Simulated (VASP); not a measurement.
# SiC (P6_3mc) in VASP: a series of runs

SiC is run at these levels: r2SCAN, PBE, RPBE; tasks: single point, relaxation of cell and atoms.

Program: VASP 6.6.1. These are calculated values, not measurements. Logs are shortened: lines on timing, memory, paths and dates and some standing lists are left out, and cuts for length are marked.

## 1. The cell of the first run

The structure is hexagonal, space group P6_3mc (No. 186). Conventional cell: a = 3.078 Å, b = 3.078 Å, c = 10.077 Å, α = 90.00°, β = 90.00°, γ = 120.00°. Si (site symmetry 3m) has 4 C at 1.88 to 1.89 Å within 2.5 Å. Si (site symmetry 3m) has 4 C at 1.89 Å within 2.5 Å. Within 2.5 Å of C (site symmetry 3m) lie 4 Si at 1.89 Å. Within 2.5 Å of C (site symmetry 3m) lie 4 Si at 1.88 to 1.89 Å.

## 2. Single point, r2SCAN

Input file POSCAR:

```
SiC
1.0
    3.0775605869      0.0000000000      0.0000000000
   -1.5387802934      2.6652456499      0.0000000000
    0.0000000000      0.0000000000     10.0767885418
Si C
4 4
Direct
    0.0000000000      0.0000000000      0.1878931860
    0.0000000000      0.0000000000      0.6878931860
    0.3333333333      0.6666666667      0.4378377595
    0.6666666667      0.3333333333      0.9378377595
    0.0000000000      0.0000000000      0.0004642968
    0.0000000000      0.0000000000      0.5004642968
    0.3333333333      0.6666666667      0.2498037577
    0.6666666667      0.3333333333      0.7498037577
```

Input file INCAR.step1:

```
SYSTEM = SiC
PREC = Accurate
ENCUT = 520
ISMEAR = -1
SIGMA = 0.05
LREAL = .FALSE.
LASPH = .TRUE.
NELM = 60
NBANDS = 26
GGA = PE
ALGO = Normal
EDIFF = 1E-4
LWAVE = .TRUE.
LCHARG = .FALSE.
```

Input file INCAR.step2:

```
SYSTEM = SiC
PREC = Accurate
ENCUT = 520
EDIFF = 1E-6
ISMEAR = -1
SIGMA = 0.05
LREAL = .FALSE.
LASPH = .TRUE.
NELM = 60
ALGO = Normal
ISIF = 2
LWAVE = .FALSE.
LCHARG = .FALSE.
METAGGA = R2SCAN
LMIXTAU = .TRUE.
NBANDS = 26
ISTART = 1
```

Input file KPOINTS:

```
Automatic mesh
0
G
  10 10 3
  0 0 0
```

Potentials or basis: VASP PAW PBE potentials, release 64 (Si, C).

The run is started by

```bash
$ cat potpaw_PBE.64/Si/POTCAR potpaw_PBE.64/C/POTCAR > POTCAR
$ cp INCAR.step1 INCAR
$ mpirun -np 1 vasp_std > vasp.out
$ cp INCAR.step2 INCAR
$ mpirun -np 1 vasp_std > vasp.out
```

OUTCAR:

```text
SYSTEM = SiC
   PREC = Accurate
   ENCUT = 520
   EDIFF = 1E-6
   ISMEAR = -1
   LREAL = .FALSE.
   LASPH = .TRUE.
   NELM = 60
   ISIF = 2
   METAGGA = R2SCAN
   ISTART = 1

 ion  position               nearest neighbor table
   1  0.000  0.000  0.188-   7 1.88   7 1.88   7 1.88   5 1.89   3 3.08   3 3.08   3 3.08   4 3.08
                             4 3.08   4 3.08
   2  0.000  0.000  0.688-   8 1.88   8 1.88   8 1.88   6 1.89   4 3.08   4 3.08   4 3.08   3 3.08
                             3 3.08   3 3.08
   3  0.333  0.667  0.438-   6 1.89   6 1.89   6 1.89   7 1.89   1 3.08   1 3.08   1 3.08   2 3.08
                             2 3.08   2 3.08
   4  0.667  0.333  0.938-   5 1.89   5 1.89   5 1.89   8 1.89   2 3.08   2 3.08   2 3.08   1 3.08
                             1 3.08   1 3.08
   5  0.000  0.000  0.000-   4 1.89   4 1.89   4 1.89   1 1.89
   6  0.000  0.000  0.500-   3 1.89   3 1.89   3 1.89   2 1.89
   7  0.333  0.667  0.250-   1 1.88   1 1.88   1 1.88   3 1.89
   8  0.667  0.333  0.750-   2 1.88   2 1.88   2 1.88   4 1.89

  LATTYP: Found a hexagonal cell.
 ALAT       =     3.0775605869
 C/A-ratio  =     3.2742778760

  Lattice vectors:

 A1 = (   3.0775605869,   0.0000000000,   0.0000000000)
 A2 = (  -1.5387802934,   2.6652456499,   0.0000000000)
 A3 = (   0.0000000000,   0.0000000000,  10.0767885418)

Analysis of symmetry for initial positions (statically):
=====================================================================
 Subroutine PRICEL returns:
 Original cell was already a primitive cell.

 Routine SETGRP: Setting up the symmetry group for a
 hexagonal supercell.

 Subroutine GETGRP returns: Found 12 space group operations
 (whereof  6 operations were pure point group operations)
 out of a pool of 24 trial point group operations.

The static configuration has the point symmetry C_3v.
 The point group associated with its full space group is C_6v.

Analysis of symmetry for dynamics (positions and initial velocities):
=====================================================================
 Subroutine PRICEL returns:
 Original cell was already a primitive cell.

 Routine SETGRP: Setting up the symmetry group for a
 hexagonal supercell.

 Subroutine GETGRP returns: Found 12 space group operations
 (whereof  6 operations were pure point group operations)
 out of a pool of 24 trial point group operations.

The dynamic configuration has the point symmetry C_3v.
 The point group associated with its full space group is C_6v.

 Subroutine INISYM returns: Found 12 space group operations
 (whereof  6 operations are pure point group operations),
 and found     1 'primitive' translations

----------------------------------------------------------------------------------------

                                     Primitive cell

  volume of cell :      82.6544

  direct lattice vectors                    reciprocal lattice vectors
     3.077560587  0.000000000  0.000000000     0.324932677  0.187599969  0.000000000
    -1.538780293  2.665245650  0.000000000     0.000000000  0.375199937  0.000000000
     0.000000000  0.000000000 10.076788542     0.000000000  0.000000000  0.099237966

  length of vectors
     3.077560587  3.077560587 10.076788542     0.375199937  0.375199937  0.099237966

  position of ions in fractional coordinates (direct lattice)
     0.000000000  0.000000000  0.187893186
     0.000000000  0.000000000  0.687893186
     0.333333333  0.666666667  0.437837759
     0.666666667  0.333333333  0.937837759
     0.000000000  0.000000000  0.000464297
     0.000000000  0.000000000  0.500464297
     0.333333333  0.666666667  0.249803758
     0.666666667  0.333333333  0.749803758

  ion indices of the primitive-cell ions
   primitive index   ion index
                 1           1
                 2           2
                 3           3
                 4           4
                 5           5
                 6           6
                 7           7
                 8           8

----------------------------------------------------------------------------------------

 KPOINTS: Automatic mesh

Automatic generation of k-mesh.
 Grid dimensions read from file:
 generate k-points for:   10   10    3

 Generating k-lattice:

  Cartesian coordinates                     Fractional coordinates (reciprocal lattice)
     0.032493268  0.018759997  0.000000000     0.100000000  0.000000000  0.000000000
     0.000000000  0.037519994  0.000000000     0.000000000  0.100000000  0.000000000
     0.000000000  0.000000000  0.033079322     0.000000000  0.000000000  0.333333333

  Length of vectors
     0.037519994  0.037519994  0.033079322

  Shift w.r.t. Gamma in fractional coordinates (k-lattice)
     0.000000000  0.000000000  0.000000000

 Subroutine IBZKPT returns following result:
 ===========================================

 Found     28 irreducible k-points:

 Following reciprocal coordinates:
            Coordinates               Weight
  0.000000  0.000000  0.000000      1.000000
  0.100000  0.000000  0.000000      6.000000
  0.200000  0.000000  0.000000      6.000000
  0.300000  0.000000  0.000000      6.000000
  0.400000  0.000000  0.000000      6.000000
  0.500000  0.000000  0.000000      3.000000
[... 16 lines left out ...]
  0.300000  0.100000  0.333333     24.000000
  0.400000  0.100000  0.333333     24.000000
 [... further k-points ...]
   k-points           NKPTS =     28   k-points in BZ     NKDIM =     28   number of bands    NBANDS=     26
   number of dos      NEDOS =    301   number of ions     NIONS =      8
   total plane-waves  NPLWV =  46080
   dimension x,y,z NGX =    24 NGY =   24 NGZ =   80
   dimension x,y,z NGXF=    48 NGYF=   48 NGZF=  160
   ions per type =               4   4
   NGX,Y,Z   is equivalent  to a cutoff of  12.96, 12.96, 13.20 a.u.
   NGXF,Y,Z  is equivalent  to a cutoff of  25.93, 25.93, 26.40 a.u.
 SYSTEM =  SiC
   PREC   = accura    normal or accurate (medium, high low for compatibility)
   ISTART =      1    job   : 0-new  1-cont  2-samecut
   ICHARG =      0    charge: 1-file 2-atom 10-const
   ISPIN  =      1    spin polarized calculation?
   LNONCOLLINEAR =      F non collinear calculations
   LSORBIT =      F    spin-orbit coupling
   LASPH  =      T    aspherical Exc in radial PAW
   ENCUT  =  520.0 eV  38.22 Ry    6.18 a.u.   5.72  5.72 18.74*2*pi/ulx,y,z
   NELM   =     60;   NELMIN=  2; NELMDL=  0     # of ELM steps
   EDIFF  = 0.1E-05   stopping-criterion for ELM
   LREAL  =      F    real-space projection
   EDIFFG = 0.1E-04   stopping-criterion for IOM
   NSW    =      0    number of steps for IOM
   IBRION =     -1    ionic relax: 0-MD 1-quasi-New 2-CG
   NFREE  =      0    steps in history (QN), initial steepest desc. (CG)
   ISIF   =      2    stress and relaxation
   ISYM   =      2    0-nonsym 1-usesym 2-fastsym
   POTIM  = 0.5000    time-step for ionic-motion
   TEBEG  =    0.0;   TEEND  =   0.0 temperature during run
   PSTRESS=    0.0 pullay stress
   NELECT =      32.0000    total number of electrons
   NUPDOWN=      -1.0000    fix difference up-down
   EMIN   =  10.00;   EMAX   =-10.00  energy-range for DOS
   EFERMI =   0.00;   METHOD = LEGACY
   ISMEAR =    -1;   SIGMA  =   0.05  broadening in eV -4-tet -1-fermi 0-gaus
   EFERMI_NEDOS =   21; number of points for ismear=-14 and -15
   IALGO  =     38    algorithm
   IMIX   =      4    mixing-type and parameters
     AMIX     =   0.40;   BMIX     =  1.00
     AMIX_MAG =   1.60;   BMIX_MAG =  1.00
  volume/ion in A,a.u.               =      10.33        69.72
  Fermi-wavevector in a.u.,A,eV,Ry     =   1.193171  2.254767 19.370042  1.423658
  Thomas-Fermi vector in A             =   2.329192
   LORBIT       =      0    0 simple, 1 ext, 2 COOP (PROOUT), +10 PAW based schemes
   METAGGA = R2SCAN    functional components
   LHFCALC =     F    Hartree Fock is set to
   AEXX    =    0.0000 exact exchange contribution
   IVDW    =     0    specifies the selected vdW correction
   LEPSILON=     F    determine dielectric tensor
   LRPA    =     F    only Hartree local field effects (RPA)
 non-spin polarized calculation
  energy-cutoff  :      520.00
  volume of cell :       82.65
 maximum number of plane-waves:      2256
 NGX is ok and might be reduce to    24
   NGX = 11   NGY = 11   NGZ = 37

 number of electron      32.0000000 magnetization

 Free energy of the ion-electron system (eV)
  ---------------------------------------------------
  ext. energy  EPLUGINS =         0.00000000
  ---------------------------------------------------
  free energy    TOTEN  =       -77.30777126 eV

  energy without entropy =      -77.30777126  energy(sigma->0) =      -77.30777126

 E-fermi :   9.1166     XC(G=0): -11.9370

 val. band max:        8.0686610262   @ k =   0.0000   0.0000   0.0000
 cond. band min:      10.6779357717   @ k =   0.5000   0.0000   0.0000
 fundamental gap:      2.6092747455
 Fermi energy:         9.1166430272

 k-point     1 :       0.0000    0.0000    0.0000
  band No.  band energies     occupation
      1      -8.2025      2.00000
      2      -6.9847      2.00000
      3      -6.9466      2.00000
      4      -4.5727      2.00000
      5      -0.8371      2.00000
      6       3.5003      2.00000
[... 18 lines left out ...]
     25      16.0306      0.00000
     26      16.6988      0.00000

 k-point     2 :       0.1000    0.0000    0.0000
  band No.  band energies     occupation
      1      -8.0226      2.00000
      2      -6.8114      2.00000
      3      -6.7724      2.00000
      4      -4.4230      2.00000
      5      -0.6721      2.00000
      6       3.5473      2.00000
[... 18 lines left out ...]
     25      16.2250      0.00000
     26      16.5432      0.00000

 k-point     3 :       0.2000    0.0000    0.0000
  band No.  band energies     occupation
      1      -7.4901      2.00000
      2      -6.3016      2.00000
      3      -6.2598      2.00000
      4      -3.9972      2.00000
      5      -0.2006      2.00000
      6       3.2922      2.00000
[... 572 lines left out ...]
 k-point    23 :       0.3000    0.1000    0.3333
  band No.  band energies     occupation
      1      -5.8556      2.00000
      2      -5.4807      2.00000
      3      -4.1413      2.00000
      4      -3.4208      2.00000
      5       0.5103      2.00000
      6       0.7808      2.00000
[... 18 lines left out ...]
     25      17.0014      0.00000
     26      18.1073      0.00000

 k-point    24 :       0.4000    0.1000    0.3333
  band No.  band energies     occupation
      1      -4.7842      2.00000
      2      -4.4935      2.00000
      3      -3.5942      2.00000
      4      -3.2251      2.00000
      5      -0.3390      2.00000
      6       0.0092      2.00000
[... 18 lines left out ...]
     25      16.6479      0.00000
     26      17.5974      0.00000

 [... further k-points ...]
[... 5 lines left out ...]
  --------------------------------------------------------------------------------------
  -------------------------------------------------------------------------------------
  Total       -0.0934833     -0.0934833     -0.1000482     -0.0000000      0.0000000      0.0000000
  in kB       -1.8120849     -1.8120849     -1.9393402     -0.0000000      0.0000000      0.0000000
  external PRESSURE =      -1.8545033 kB  Pullay stress =       0.0000000 kB

 VOLUME and BASIS-vectors are now :
 -----------------------------------------------------------------------------
  energy-cutoff  :      520.00
  volume of cell :       82.65
      direct lattice vectors                 reciprocal lattice vectors
     3.077560587  0.000000000  0.000000000     0.324932677  0.187599969  0.000000000
    -1.538780293  2.665245650  0.000000000     0.000000000  0.375199937  0.000000000
     0.000000000  0.000000000 10.076788542     0.000000000  0.000000000  0.099237966

 POSITION                                       TOTAL-FORCE (eV/Angst)
 -----------------------------------------------------------------------------------
      0.00000      0.00000      1.89336         0.000000     -0.000000     -0.001362
      0.00000      0.00000      6.93175        -0.000000     -0.000000     -0.001362
     -0.00000      1.77683      4.41200        -0.000000     -0.000000      0.001183
      1.53878      0.88842      9.45039         0.000000     -0.000000      0.001183
      0.00000      0.00000      0.00468        -0.000000     -0.000000     -0.000039
      0.00000      0.00000      5.04307        -0.000000      0.000000     -0.000039
     -0.00000      1.77683      2.51722        -0.000000     -0.000000      0.000218
      1.53878      0.88842      7.55561         0.000000      0.000000      0.000218
 -----------------------------------------------------------------------------------
    total drift:                                0.000000      0.000000     -0.000638

  FREE ENERGIE OF THE ION-ELECTRON SYSTEM (eV)
  ---------------------------------------------------
  free  energy   TOTEN  =       -77.3077712641 eV

  energy  without entropy=      -77.3077712641  energy(sigma->0) =      -77.30777126
```

Run time: 2.1 min. Hardware: 1 thread of Intel Xeon Platinum 8488C (Sapphire Rapids), shared host; peak memory 0.22 GiB.

What came out:

- Free energy: -77.3078 eV
- Pressure: -0.2 GPa
- Band gap on the k mesh: 2.61 eV, indirect (least direct gap 3.79 eV)

Caveat: the PAW data sets were made with another functional, which shifts forces and pressure a little. r2SCAN opens gaps a little over a GGA but as a rule still falls short of measured ones.

[end of part 1 of 2]
